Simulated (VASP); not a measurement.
# HC12 in VASP: single point with PBE+D3(BJ)

Aim: the single point of HC12 with PBE+D3(BJ).

Program: VASP 6.6.1. These are calculated values, not measurements. Logs are shortened: lines on timing, memory, paths and dates and some standing lists are left out, and cuts for length are marked.

**1. The cell of the first run**

The cell holds a slab with vacuum, 13 atoms: a = 4.931 Å, b = 4.010 Å, c = 21.601 Å, α = 90.00°, β = 90.00°, γ = 90.00°.

**2. Single point, PBE+D3(BJ), collinear spin**

The input, INCAR:

```
  PREC = Accurate
  ENCUT = 520
  EDIFF = 1E-6
  ISMEAR = 0
  SIGMA = 0.05
  LREAL = False
  LASPH = True
  NELM = 150
  ALGO = Normal
  ISIF = 2
  LWAVE = False
  LCHARG = False
  ISPIN = 2
  MAGMOM = 0 0 0 0 0 0 0 0 0 0 0 0 1
  LORBIT = 11
  LDIPOL = True
  IDIPOL = 3
  DIPOL = 0.5 0.5 0.300
  GGA = PE
  IVDW = 12
  NBANDS = 40
```

The input, KPOINTS:

```
regular mesh
0
Gamma
  6 7 1
```

The input, POSCAR:

```
HC12
1.0
    4.9311586502      0.0000000000      0.0000000000
    0.0000000000      4.0098697767      0.0000000000
    0.0000000000      0.0000000000     21.6014232414
C H
12 1
Direct
    0.2500000000      0.3776970832      0.1851729840
    0.7500000000      0.3776970832      0.1851729840
    0.0000000000      0.4720802753      0.2130426460
    0.5000000000      0.4720802753      0.2130426460
    0.0000000000      0.6609562027      0.2688143161
    0.5000000000      0.6609562027      0.2688143161
    0.2500000000      0.7503681903      0.2962457608
    0.7500000000      0.7503681903      0.2962457608
    0.2500000000      0.9412921293      0.3552728042
    0.7500000000      0.9412921293      0.3552728042
    0.0000000000      0.0234303656      0.3796705036
    0.5000000000      0.0234303656      0.3796705036
    0.0000000000      0.8567636989      0.5092915924
```

Potentials or basis: VASP PAW PBE potentials, release 64 (C, H).

Launch:

```console
> cat potpaw_PBE.64/C/POTCAR potpaw_PBE.64/H/POTCAR > POTCAR
> mpirun -np 1 vasp_std > vasp.out
```

OUTCAR:

```text
PREC = Accurate
   ENCUT = 520
   EDIFF = 1E-6
   ISMEAR = 0
   LREAL = False
   LASPH = True
   NELM = 150
   ISIF = 2
   ISPIN = 2
   LORBIT = 11
   GGA = PE
   IVDW = 12
 IVDW          = 12

 ion  position               nearest neighbor table
   1  0.250  0.378  0.185-   3 1.42   4 1.42
   2  0.750  0.378  0.185-   3 1.42   4 1.42
   3  0.000  0.472  0.213-   5 1.42   2 1.42   1 1.42
   4  0.500  0.472  0.213-   6 1.42   2 1.42   1 1.42
   5  0.000  0.661  0.269-   7 1.41   8 1.41   3 1.42
   6  0.500  0.661  0.269-   7 1.41   8 1.41   4 1.42
   7  0.250  0.750  0.296-   5 1.41   6 1.41   9 1.49
   8  0.750  0.750  0.296-   5 1.41   6 1.41  10 1.49
   9  0.250  0.941  0.355-  11 1.38  12 1.38   7 1.49
  10  0.750  0.941  0.355-  11 1.38  12 1.38   8 1.49
  11  0.000  0.023  0.380-   9 1.38  10 1.38
  12  0.500  0.023  0.380-   9 1.38  10 1.38
  13  0.000  0.857  0.509-

  LATTYP: Found a simple orthorhombic cell.
 ALAT       =     4.0098697767
 B/A-ratio  =     1.2297553100
 C/A-ratio  =     5.3870635318

  Lattice vectors:

 A1 = (   0.0000000000,  -4.0098697767,   0.0000000000)
 A2 = (   4.9311586502,   0.0000000000,   0.0000000000)
 A3 = (   0.0000000000,   0.0000000000,  21.6014232414)

Analysis of symmetry for initial positions (statically):
=====================================================================
 Subroutine PRICEL returns:
 Original cell was already a primitive cell.

 Routine SETGRP: Setting up the symmetry group for a
 simple orthorhombic supercell.

 Subroutine GETGRP returns: Found  2 space group operations
 (whereof  2 operations were pure point group operations)
 out of a pool of  8 trial point group operations.

The static configuration has the point symmetry C_1h.

Analysis of symmetry for dynamics (positions and initial velocities):
=====================================================================
 Subroutine PRICEL returns:
 Original cell was already a primitive cell.

 Routine SETGRP: Setting up the symmetry group for a
 simple orthorhombic supercell.

 Subroutine GETGRP returns: Found  2 space group operations
 (whereof  2 operations were pure point group operations)
 out of a pool of  8 trial point group operations.

The dynamic configuration has the point symmetry C_1h.

Analysis of structural, dynamic, and magnetic symmetry:
=====================================================================
 Subroutine PRICEL returns:
 Original cell was already a primitive cell.

 Routine SETGRP: Setting up the symmetry group for a
 simple orthorhombic supercell.

 Subroutine GETGRP returns: Found  2 space group operations
 (whereof  2 operations were pure point group operations)
 out of a pool of  8 trial point group operations.

The overall configuration has the point symmetry C_1h.

 Subroutine INISYM returns: Found  2 space group operations
 (whereof  2 operations are pure point group operations),
 and found     1 'primitive' translations

----------------------------------------------------------------------------------------

                                     Primitive cell

  volume of cell :     427.1315

  direct lattice vectors                    reciprocal lattice vectors
     4.931158650  0.000000000  0.000000000     0.202792096  0.000000000  0.000000000
     0.000000000  4.009869777  0.000000000     0.000000000  0.249384657  0.000000000
     0.000000000  0.000000000 21.601423241     0.000000000  0.000000000  0.046293246

  length of vectors
     4.931158650  4.009869777 21.601423241     0.202792096  0.249384657  0.046293246

  position of ions in fractional coordinates (direct lattice)
     0.250000000  0.377697083  0.185172984
     0.750000000  0.377697083  0.185172984
     0.000000000  0.472080275  0.213042646
     0.500000000  0.472080275  0.213042646
     0.000000000  0.660956203  0.268814316
     0.500000000  0.660956203  0.268814316
     0.250000000  0.750368190  0.296245761
     0.750000000  0.750368190  0.296245761
     0.250000000  0.941292129  0.355272804
[... 87 lines left out ...]
   IBRION =     -1    ionic relax: 0-MD 1-quasi-New 2-CG
   NFREE  =      0    steps in history (QN), initial steepest desc. (CG)
   ISIF   =      2    stress and relaxation
   ISYM   =      2    0-nonsym 1-usesym 2-fastsym
   POTIM  = 0.5000    time-step for ionic-motion
   TEBEG  =    0.0;   TEEND  =   0.0 temperature during run
   PSTRESS=    0.0 pullay stress
   NELECT =      49.0000    total number of electrons
   NUPDOWN=      -1.0000    fix difference up-down
   EMIN   =  10.00;   EMAX   =-10.00  energy-range for DOS
   EFERMI =   0.00;   METHOD = LEGACY
   ISMEAR =     0;   SIGMA  =   0.05  broadening in eV -4-tet -1-fermi 0-gaus
   EFERMI_NEDOS =   21; number of points for ismear=-14 and -15
   IALGO  =     38    algorithm
   IMIX   =      4    mixing-type and parameters
     AMIX     =   0.40;   BMIX     =  1.00
     AMIX_MAG =   1.60;   BMIX_MAG =  1.00
  volume/ion in A,a.u.               =      32.86       221.73
  Fermi-wavevector in a.u.,A,eV,Ry     =   0.795462  1.503206  8.609228  0.632760
  Thomas-Fermi vector in A             =   1.901795
   LORBIT       =     11    0 simple, 1 ext, 2 COOP (PROOUT), +10 PAW based schemes
   GGA     = PE    functional components
   LHFCALC =     F    Hartree Fock is set to
   AEXX    =    0.0000 exact exchange contribution
   IVDW    =    12    specifies the selected vdW correction
   LEPSILON=     F    determine dielectric tensor
   LRPA    =     F    only Hartree local field effects (RPA)
 spin polarized calculation
 Gauss-broadening in eV      SIGMA  =   0.05
  energy-cutoff  :      520.00
  volume of cell :      427.13
 maximum number of plane-waves:     11558
 NGX is ok and might be reduce to    40
   NGX = 19   NGY = 15   NGZ = 81

 dipolmoment           0.000000      0.000000      0.148629 electrons x Angstroem

 number of electron      49.0000007 magnetization       0.9453212

 dipolmoment           0.000000      0.000000     -0.153711 electrons x Angstroem

 Free energy of the ion-electron system (eV)
  ---------------------------------------------------
  ext. energy  EPLUGINS =         0.00000000
  ---------------------------------------------------
  free energy    TOTEN  =       -99.26583874 eV

  energy without entropy =      -99.24704831  energy(sigma->0) =      -99.25644352

 E-fermi :  -3.2739     XC(G=0):  -3.5325

 val. band max:       -3.2757313182   @ k =   0.5000   0.2857   0.0000
 cond. band min:      -3.2726844879   @ k =   0.5000   0.4286   0.0000
 fundamental gap:      0.0030468303
 Fermi energy:        -3.2738921865

 spin component 1

 k-point     1 :       0.0000    0.0000    0.0000
  band No.  band energies     occupation
      1     -22.1481      1.00000
      2     -20.4214      1.00000
      3     -17.9921      1.00000
      4     -17.9513      1.00000
      5     -17.8954      1.00000
      6     -16.3234      1.00000
[... 613 lines left out ...]
     35       4.4509      0.00000
     36       4.7244      0.00000
 Fermi energy:        -3.2738921865

 spin component 2

 k-point     1 :       0.0000    0.0000    0.0000
  band No.  band energies     occupation
      1     -22.1493      1.00000
      2     -20.4243      1.00000
      3     -17.9977      1.00000
      4     -17.9508      1.00000
      5     -17.8939      1.00000
      6     -16.3277      1.00000
[... 613 lines left out ...]
     35       4.5087      0.00000
     36       5.3545      0.00000
 [bands above 36 left out]

------------------------ aborting loop because EDIFF is reached ----------------------------------------

 vacuum level on the upper side and lower side of the slab       (xc-potential included)        -0.669         0.705

 Edisp (eV)   -1.32132

 E8    (eV) :    -0.3915

  FORCE on cell =-STRESS in cart. coord.  units (eV):
  Direction    XX          YY          ZZ          XY          YZ          ZX
  --------------------------------------------------------------------------------------
  -------------------------------------------------------------------------------------
  Total       0.65961    -0.12655     0.32010     0.00000     0.60700     0.00000
  in kB       2.47421    -0.47470     1.20071     0.00000     2.27685     0.00000
  external pressure =        1.07 kB  Pullay stress =        0.00 kB

 VOLUME and BASIS-vectors are now :
 -----------------------------------------------------------------------------
  energy-cutoff  :      520.00
  volume of cell :      427.13
      direct lattice vectors                 reciprocal lattice vectors
     4.931158650  0.000000000  0.000000000     0.202792096  0.000000000  0.000000000
     0.000000000  4.009869777  0.000000000     0.000000000  0.249384657  0.000000000
     0.000000000  0.000000000 21.601423241     0.000000000  0.000000000  0.046293246

 POSITION                                       TOTAL-FORCE (eV/Angst)
 -----------------------------------------------------------------------------------
      1.23279      1.51452      4.00000         0.003084      0.880002      1.534741
      3.69837      1.51452      4.00000        -0.003084      0.880002      1.534741
      0.00000      1.89298      4.60202         0.000000     -1.575008     -2.792722
      2.46558      1.89298      4.60202         0.000000     -1.561582     -2.754464
      0.00000      2.65035      5.80677         0.000000      0.589111      1.123795
      2.46558      2.65035      5.80677         0.000000      0.596659      1.100613
      1.23279      3.00888      6.39933         0.002409      0.250010      0.303568
      3.69837      3.00888      6.39933        -0.002409      0.250010      0.303568
      1.23279      3.77446      7.67440         0.057516     -0.238887     -0.342261
      3.69837      3.77446      7.67440        -0.057516     -0.238887     -0.342261
      0.00000      0.09395      8.20142         0.000000      0.017622      0.380182
      2.46558      0.09395      8.20142         0.000000      0.076276      0.165984
      0.00000      3.43551     11.00142         0.000000      0.074674     -0.215485
 -----------------------------------------------------------------------------------
    total drift:                                0.000000     -0.000046     -0.000266

  FREE ENERGIE OF THE ION-ELECTRON SYSTEM (eV)
  ---------------------------------------------------
  free  energy   TOTEN  =      -100.5871554198 eV

  energy  without entropy=     -100.5683649900  energy(sigma->0) =     -100.57776020

 vacuum level on the upper side and lower side of the slab         1.952         3.368

 total charge

# of ion       s       p       d       tot
------------------------------------------
    1        0.916   1.520   0.000   2.436
    2        0.916   1.520   0.000   2.436
    3        0.866   1.769   0.000   2.635
    4        0.866   1.769   0.000   2.635
    5        0.873   1.776   0.000   2.649
    6        0.872   1.777   0.000   2.649
    7        0.867   1.743   0.000   2.611
    8        0.867   1.743   0.000   2.611
    9        0.868   1.785   0.000   2.653
   10        0.868   1.785   0.000   2.653
   11        0.899   1.607   0.000   2.506
   12        0.900   1.610   0.000   2.509
   13        0.373   0.000   0.000   0.373
--------------------------------------------------
tot         10.952  20.403   0.000  31.356

 magnetization (x)

# of ion       s       p       d       tot
------------------------------------------
    1        0.000  -0.000   0.000   0.000
    2        0.000  -0.000   0.000   0.000
    3       -0.004  -0.000   0.000  -0.004
    4        0.004  -0.000   0.000   0.004
    5       -0.002   0.008   0.000   0.006
    6        0.001  -0.006   0.000  -0.004
    7       -0.000  -0.001   0.000  -0.002
    8       -0.000  -0.001   0.000  -0.002
    9        0.000   0.003   0.000   0.003
   10        0.000   0.003   0.000   0.003
   11       -0.049  -0.331   0.000  -0.379
   12        0.049   0.321   0.000   0.371
   13        0.368  -0.000   0.000   0.368
--------------------------------------------------
tot          0.368  -0.005   0.000   0.364
```

Wall time 21 min (1 thread of Oxide Virtual Turin-like, shared host); peak memory 0.83 GiB.

What came out:

```yaml
Free_energy: -100.5872 eV
Largest_force: 3.206 eV/Å
Net_moment: 0.95 μB per cell
Site_moments: C +0.00, -0.00, +0.01, -0.38, +0.37 (each value once); H +0.37 μB
Valence_electrons_inside_the_program's_atomic_spheres: C 2.44, 2.63, 2.65, 2.61, 2.51 (each value once); H 0.37
Dispersion_energy_per_atom: -0.102 eV
```

Forces in eV/Å, atoms in the order of the input:
```
C    0.003  0.880  1.535
C   -0.003  0.880  1.535
C    0.000 -1.575 -2.793
C    0.000 -1.562 -2.754
C    0.000  0.589  1.124
C    0.000  0.597  1.101
C    0.002  0.250  0.304
C   -0.002  0.250  0.304
C    0.058 -0.239 -0.342
C   -0.058 -0.239 -0.342
C    0.000  0.018  0.380
C    0.000  0.076  0.166
H    0.000  0.075 -0.215
```

Levels at points of the mesh, in eV from the Fermi level:
Spin up:
```
           k point  band 23  band 24  band 25  band 26  band 27  band 28
(0.00, 0.00, 0.00)    -1.55    -0.29    -0.13     0.37     0.72     1.19
(0.50, 0.00, 0.00)    -2.01    -1.36    -0.05    -0.04     0.56     2.77
```
Spin down:
| k point | band 22 | band 23 | band 24 | band 25 | band 26 | band 27 |
| --- | --- | --- | --- | --- | --- | --- |
| (0.00, 0.00, 0.00) | -1.64 | -0.29 | -0.17 | 0.33 | 0.58 | 1.19 |
| (0.50, 0.00, 0.00) | -2.05 | -1.45 | -0.05 | -0.04 | 0.46 | 2.68 |
